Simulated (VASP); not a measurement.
# MoS2 (P6_3/mmc) in VASP: notebook, part 2 of 2

VASP 6.6.1.

## 6. Single point, PBEsol (18.77 Å³/atom)

This run uses another cell than the first one, of 18.77 Å³/atom.

The input, INCAR:

```
SYSTEM = MoS2
PREC = Accurate
ENCUT = 520
EDIFF = 1E-7
ISMEAR = 1
SIGMA = 0.2
LREAL = .False.
LASPH = .True.
NELM = 60
ALGO = Normal
ISIF = 2
LWAVE = .False.
LCHARG = .False.
GGA = PS
NBANDS = 35
```

The input, KPOINTS:

```
Automatic mesh
0
Gamma
  12 12 4
  0 0 0
```

The input, POSCAR:

```
MoS2
1.0
    3.3906985672      0.0000000000      0.0000000000
   -1.6953492836      2.9364310958      0.0000000000
    0.0000000000      0.0000000000     11.3093360011
Mo S
2 4
Direct
    0.3333333333      0.6666666667      0.2500000000
    0.6666666667      0.3333333333      0.7500000000
    0.3333333333      0.6666666667      0.6259932117
    0.6666666667      0.3333333333      0.1259932117
    0.3333333333      0.6666666667      0.8740067883
    0.6666666667      0.3333333333      0.3740067883
```

Potentials or basis: VASP PAW PBE potentials, release 64 (Mo_sv, S).

Started as:

```console
$ cat potpaw_PBE.64/Mo_sv/POTCAR potpaw_PBE.64/S/POTCAR > POTCAR
$ mpirun -np 1 vasp_std > vasp.out
```

OUTCAR:

```text
SYSTEM = MoS2
   PREC = Accurate
   ENCUT = 520
   EDIFF = 1E-7
   ISMEAR = 1
   LREAL = .False.
   LASPH = .True.
   NELM = 60
   ISIF = 2
   GGA = PS

 ion  position               nearest neighbor table
   1  0.333  0.667  0.250-   4 2.41   6 2.41   4 2.41   6 2.41   4 2.41   6 2.41
   2  0.667  0.333  0.750-   3 2.41   5 2.41   3 2.41   5 2.41   3 2.41   5 2.41
   3  0.333  0.667  0.626-   2 2.41   2 2.41   2 2.41
   4  0.667  0.333  0.126-   1 2.41   1 2.41   1 2.41
   5  0.333  0.667  0.874-   2 2.41   2 2.41   2 2.41
   6  0.667  0.333  0.374-   1 2.41   1 2.41   1 2.41

  LATTYP: Found a hexagonal cell.
 ALAT       =     3.3906985672
 C/A-ratio  =     3.3354000000

  Lattice vectors:

 A1 = (   3.3906985672,   0.0000000000,   0.0000000000)
 A2 = (  -1.6953492836,   2.9364310958,   0.0000000000)
 A3 = (   0.0000000000,   0.0000000000,  11.3093360011)

Analysis of symmetry for initial positions (statically):
=====================================================================
 Subroutine PRICEL returns:
 Original cell was already a primitive cell.

 Routine SETGRP: Setting up the symmetry group for a
 hexagonal supercell.

 Subroutine GETGRP returns: Found 24 space group operations
 (whereof 12 operations were pure point group operations)
 out of a pool of 24 trial point group operations.

The static configuration has the point symmetry D_3d.
 The point group associated with its full space group is D_6h.

Analysis of symmetry for dynamics (positions and initial velocities):
=====================================================================
 Subroutine PRICEL returns:
 Original cell was already a primitive cell.

 Routine SETGRP: Setting up the symmetry group for a
 hexagonal supercell.

 Subroutine GETGRP returns: Found 24 space group operations
 (whereof 12 operations were pure point group operations)
 out of a pool of 24 trial point group operations.

The dynamic configuration has the point symmetry D_3d.
 The point group associated with its full space group is D_6h.

 Subroutine INISYM returns: Found 24 space group operations
 (whereof 12 operations are pure point group operations),
 and found     1 'primitive' translations

----------------------------------------------------------------------------------------

                                     Primitive cell

  volume of cell :     112.6020

  direct lattice vectors                    reciprocal lattice vectors
     3.390698567  0.000000000  0.000000000     0.294924477  0.170274726  0.000000000
    -1.695349284  2.936431096  0.000000000     0.000000000  0.340549452  0.000000000
     0.000000000  0.000000000 11.309336001     0.000000000  0.000000000  0.088422521

  length of vectors
     3.390698567  3.390698567 11.309336001     0.340549452  0.340549452  0.088422521

  position of ions in fractional coordinates (direct lattice)
     0.333333333  0.666666667  0.250000000
     0.666666667  0.333333333  0.750000000
     0.333333333  0.666666667  0.625993212
     0.666666667  0.333333333  0.125993212
     0.333333333  0.666666667  0.874006788
     0.666666667  0.333333333  0.374006788

  ion indices of the primitive-cell ions
   primitive index   ion index
                 1           1
                 2           2
                 3           3
                 4           4
                 5           5
                 6           6

[... 31 lines left out ...]
  0.250000  0.000000  0.000000      6.000000
  0.333333  0.000000  0.000000      6.000000
  0.416667  0.000000  0.000000      6.000000
[... 16 lines left out ...]
  0.250000  0.000000  0.250000     12.000000
  0.333333  0.000000  0.250000     12.000000
 [... further k-points ...]
   k-points           NKPTS =     57   k-points in BZ     NKDIM =     57   number of bands    NBANDS=     35
   number of dos      NEDOS =    301   number of ions     NIONS =      6
   total plane-waves  NPLWV =  65856
   dimension x,y,z NGX =    28 NGY =   28 NGZ =   84
   dimension x,y,z NGXF=    56 NGYF=   56 NGZF=  168
   ions per type =               2   4
   NGX,Y,Z   is equivalent  to a cutoff of  13.73, 13.73, 12.35 a.u.
   NGXF,Y,Z  is equivalent  to a cutoff of  27.46, 27.46, 24.70 a.u.
 SYSTEM =  MoS2
   PREC   = accura    normal or accurate (medium, high low for compatibility)
   ISTART =      0    job   : 0-new  1-cont  2-samecut
   ICHARG =      2    charge: 1-file 2-atom 10-const
   ISPIN  =      1    spin polarized calculation?
   LNONCOLLINEAR =      F non collinear calculations
   LSORBIT =      F    spin-orbit coupling
   LASPH  =      T    aspherical Exc in radial PAW
   ENCUT  =  520.0 eV  38.22 Ry    6.18 a.u.   6.30  6.30 21.03*2*pi/ulx,y,z
   NELM   =     60;   NELMIN=  2; NELMDL= -5     # of ELM steps
   EDIFF  = 0.1E-06   stopping-criterion for ELM
   LREAL  =      F    real-space projection
   EDIFFG = 0.1E-05   stopping-criterion for IOM
   NSW    =      0    number of steps for IOM
   IBRION =     -1    ionic relax: 0-MD 1-quasi-New 2-CG
   NFREE  =      0    steps in history (QN), initial steepest desc. (CG)
   ISIF   =      2    stress and relaxation
   ISYM   =      2    0-nonsym 1-usesym 2-fastsym
   POTIM  = 0.5000    time-step for ionic-motion
   TEBEG  =    0.0;   TEEND  =   0.0 temperature during run
   PSTRESS=    0.0 pullay stress
   NELECT =      52.0000    total number of electrons
   NUPDOWN=      -1.0000    fix difference up-down
   EMIN   =  10.00;   EMAX   =-10.00  energy-range for DOS
   EFERMI =   0.00;   METHOD = LEGACY
   ISMEAR =     1;   SIGMA  =   0.20  broadening in eV -4-tet -1-fermi 0-gaus
   EFERMI_NEDOS =   21; number of points for ismear=-14 and -15
   IALGO  =     38    algorithm
   IMIX   =      4    mixing-type and parameters
     AMIX     =   0.40;   BMIX     =  1.00
     AMIX_MAG =   1.60;   BMIX_MAG =  1.00
  volume/ion in A,a.u.               =      18.77       126.65
  Fermi-wavevector in a.u.,A,eV,Ry     =   1.265398  2.391256 21.786095  1.601233
  Thomas-Fermi vector in A             =   2.398654
   LORBIT       =      0    0 simple, 1 ext, 2 COOP (PROOUT), +10 PAW based schemes
   GGA     = PS    functional components
   LHFCALC =     F    Hartree Fock is set to
   AEXX    =    0.0000 exact exchange contribution
   IVDW    =     0    specifies the selected vdW correction
   LEPSILON=     F    determine dielectric tensor
   LRPA    =     F    only Hartree local field effects (RPA)
 non-spin polarized calculation
 Methfessel and Paxton  Order N= 1 SIGMA  =   0.20
  energy-cutoff  :      520.00
  volume of cell :      112.60
 maximum number of plane-waves:      3049
 NGX is ok and might be reduce to    28
   NGX = 13   NGY = 13   NGZ = 43

 number of electron      52.0000001 magnetization

 Free energy of the ion-electron system (eV)
  ---------------------------------------------------
  ext. energy  EPLUGINS =         0.00000000
  ---------------------------------------------------
  free energy    TOTEN  =       -45.65097000 eV

  energy without entropy =      -45.64548570  energy(sigma->0) =      -45.64914190

 E-fermi :   7.0815     XC(G=0): -10.7389

 val. band max:        7.0262892367   @ k =   0.0000   0.0000   0.0000
 cond. band min:       7.1136862748   @ k =   0.0833   0.0000   0.2500
 fundamental gap:      0.0873970381
 Fermi energy:         7.0814878636

 k-point     1 :       0.0000    0.0000    0.0000
  band No.  band energies     occupation
      1     -54.6584      2.00000
      2     -54.6583      2.00000
      3     -28.7588      2.00000
      4     -28.7588      2.00000
      5     -28.7588      2.00000
      6     -28.7588      2.00000
[... 901 lines left out ...]
     34      10.3197     -0.00000
     35      13.0508      0.00000

 [... further k-points ...]

------------------------ aborting loop because EDIFF is reached ----------------------------------------

  FORCE on cell =-STRESS in cart. coord.  units (eV):
  Direction    XX          YY          ZZ          XY          YZ          ZX
  --------------------------------------------------------------------------------------
  -------------------------------------------------------------------------------------
  Total       -9.1541680     -9.1541680      8.7077255     -0.0000000      0.0000000      0.0000000
  in kB     -130.2516874   -130.2516874    123.8994012     -0.0000000      0.0000000      0.0000000
  external PRESSURE =     -45.5346579 kB  Pullay stress =       0.0000000 kB

 VOLUME and BASIS-vectors are now :
 -----------------------------------------------------------------------------
  energy-cutoff  :      520.00
  volume of cell :      112.60
      direct lattice vectors                 reciprocal lattice vectors
     3.390698567  0.000000000  0.000000000     0.294924477  0.170274726  0.000000000
    -1.695349284  2.936431096  0.000000000     0.000000000  0.340549452  0.000000000
     0.000000000  0.000000000 11.309336001     0.000000000  0.000000000  0.088422521

 POSITION                                       TOTAL-FORCE (eV/Angst)
 -----------------------------------------------------------------------------------
     -0.00000      1.95762      2.82733         0.000000     -0.000000      0.000000
      1.69535      0.97881      8.48200        -0.000000      0.000000      0.000000
     -0.00000      1.95762      7.07957         0.000000     -0.000000     -1.287239
      1.69535      0.97881      1.42490        -0.000000      0.000000     -1.287239
     -0.00000      1.95762      9.88444         0.000000     -0.000000      1.287239
      1.69535      0.97881      4.22977        -0.000000      0.000000      1.287239
 -----------------------------------------------------------------------------------
    total drift:                                0.000000     -0.000000      0.000000

  FREE ENERGIE OF THE ION-ELECTRON SYSTEM (eV)
  ---------------------------------------------------
  free  energy   TOTEN  =       -45.6509699965 eV

  energy  without entropy=      -45.6454857010  energy(sigma->0) =      -45.64914190
```

OSZICAR:

```text
N       E                     dE             d eps       ncg     rms          rms(c)
DAV:   1     0.431693236030E+03    0.43169E+03   -0.29131E+04  4422   0.140E+03
DAV:   2    -0.255059808876E+02   -0.45720E+03   -0.44256E+03  4786   0.361E+02
DAV:   3    -0.485124182989E+02   -0.23006E+02   -0.22507E+02  4912   0.732E+01
DAV:   4    -0.489893594850E+02   -0.47694E+00   -0.47504E+00  4826   0.106E+01
DAV:   5    -0.489984321513E+02   -0.90727E-02   -0.90678E-02  4703   0.146E+00    0.328E+01
DAV:   6    -0.465681629960E+02    0.24303E+01   -0.15732E+01  4240   0.241E+01    0.125E+01
DAV:   7    -0.460930473265E+02    0.47512E+00   -0.71333E+00  4204   0.160E+01    0.848E+00
DAV:   8    -0.456506812359E+02    0.44237E+00   -0.10073E+00  4250   0.653E+00    0.257E+00
DAV:   9    -0.456579123574E+02   -0.72311E-02   -0.10218E-01  4729   0.156E+00    0.105E+00
DAV:  10    -0.456514160290E+02    0.64963E-02   -0.31758E-02  4380   0.117E+00    0.343E-01
DAV:  11    -0.456511165611E+02    0.29947E-03   -0.17971E-03  4317   0.245E-01    0.173E-01
DAV:  12    -0.456509656233E+02    0.15094E-03   -0.45420E-04  4530   0.116E-01    0.599E-02
DAV:  13    -0.456509693049E+02   -0.36816E-05   -0.11264E-04  4593   0.560E-02    0.144E-02
DAV:  14    -0.456509691918E+02    0.11319E-06   -0.99695E-06  4349   0.177E-02    0.104E-02
DAV:  15    -0.456509699998E+02   -0.80804E-06   -0.17497E-06  3929   0.663E-03    0.258E-03
DAV:  16    -0.456509699965E+02    0.32542E-08   -0.16437E-07  3654   0.233E-03
   1 F= -.45650970E+02 E0= -.45649142E+02  d E =-.548430E-02
```

stdout:

```text
POSCAR found type information on POSCAR MoS
 POSCAR found :  2 types and       6 ions
 scaLAPACK will be used
 -----------------------------------------------------------------------------
|                                                                             |
|                                                                             |
|     You enforced a specific xc type in the INCAR file but a different       |
|     I HOPE YOU KNOW WHAT YOU ARE DOING!                                     |
|                                                                             |
 -----------------------------------------------------------------------------

 LDA part: xc-table for (Slater+PW92), standard interpolation
 POSCAR, INCAR and KPOINTS ok, starting setup
 FFT: planning ... GRIDC
 FFT: planning ... GRID_SOFT
 FFT: planning ... GRID
 WAVECAR not read
 entering main loop
```

Run time: 8.2 min. Hardware: 1 thread of Intel Xeon 8259CL, shared host; peak memory 0.35 GiB.

Results:

```
Free energy            : -45.6510 eV
Pressure               : -4.6 GPa
Largest force          : 1.287 eV/Å
Band gap on the k mesh : zero (bands 26 and 27 overlap by 0.73 eV)
```

Forces on the atoms (eV/Å):
```
Mo   0.000  0.000  0.000
Mo   0.000  0.000  0.000
S    0.000  0.000 -1.287
S    0.000  0.000 -1.287
S    0.000  0.000  1.287
S    0.000  0.000  1.287
```

Stress tensor (GPa, compression positive):
```
-13.03   0.00   0.00
  0.00 -13.03   0.00
  0.00   0.00  12.39
```

Levels at points of the mesh, in eV from the Fermi level:
```
           k point  band 22  band 23  band 24  band 25  band 26  band 27  band 28  band 29  band 30  band 31
(0.00, 0.00, 0.00)    -3.00    -2.77    -0.25    -0.06     0.48     1.51     1.51     1.51     1.51     1.99
(0.50, 0.00, 0.00)    -2.60    -2.12    -1.73    -1.65    -1.18     0.62     0.73     0.96     1.00     2.54
(0.00, 0.00, 0.50)    -3.05    -1.63    -1.63     0.42     0.42     1.50     1.50     1.50     1.50     2.15
(0.50, 0.00, 0.50)    -2.73    -2.05    -2.05    -1.30    -1.30     0.67     0.67     0.98     0.98     2.94
```

Caveat: the stress differs along the axes, from -13 to 12 GPa; the PAW data sets were made with another functional, which shifts forces and pressure a little.

## 7. Overview

```csv
cell,gap on the mesh (eV),pressure (GPa),largest force (eV/Å)
"a = 3.284, b = 3.284, c = 11.780 Å, angles 90.0, 90.0, 120.0°, 6 atoms",none,-2.2,0.97
"a = 3.365, b = 3.365, c = 11.222 Å, angles 90.0, 90.0, 120.0°, 6 atoms",none,-1.5,1.66
"a = 3.324, b = 3.324, c = 11.498 Å, angles 90.0, 90.0, 120.0°, 6 atoms",none,-1.8,1.37
"a = 3.244, b = 3.244, c = 12.070 Å, angles 90.0, 90.0, 120.0°, 6 atoms",0.28,-2.7,0.53
"a = 3.391, b = 3.391, c = 11.309 Å, angles 90.0, 90.0, 120.0°, 6 atoms",none,-4.6,1.29
```

Alike in all rows: task single point; level PBEsol; potentials or basis VASP PAW PBE potentials, release 64 (Mo_sv, S); no spin polarisation; k mesh 12 × 12 × 4; cutoff (eV) 520; smearing methfessel-paxton 0.2 eV.

Caveats: the PAW data sets were made with another functional, which shifts forces and pressure a little; this functional lacks dispersion, which binds layers or chains, so the pressure and a relaxed spacing across them are unreliable (at least some runs); the stress differs along the axes, from -8 to 9 GPa (at least some runs); the stress differs along the axes, from -10 to 16 GPa (at least some runs); the stress differs along the axes, from -9 to 13 GPa (at least some runs); the stress differs along the axes, from -7 to 5 GPa (at least some runs); the stress differs along the axes, from -13 to 12 GPa (at least some runs).

Total energies depend on the potentials used, so only differences within one code and one set of settings carry meaning.

The gap in the log of VASP goes by the Fermi energy; the results here count the filled bands.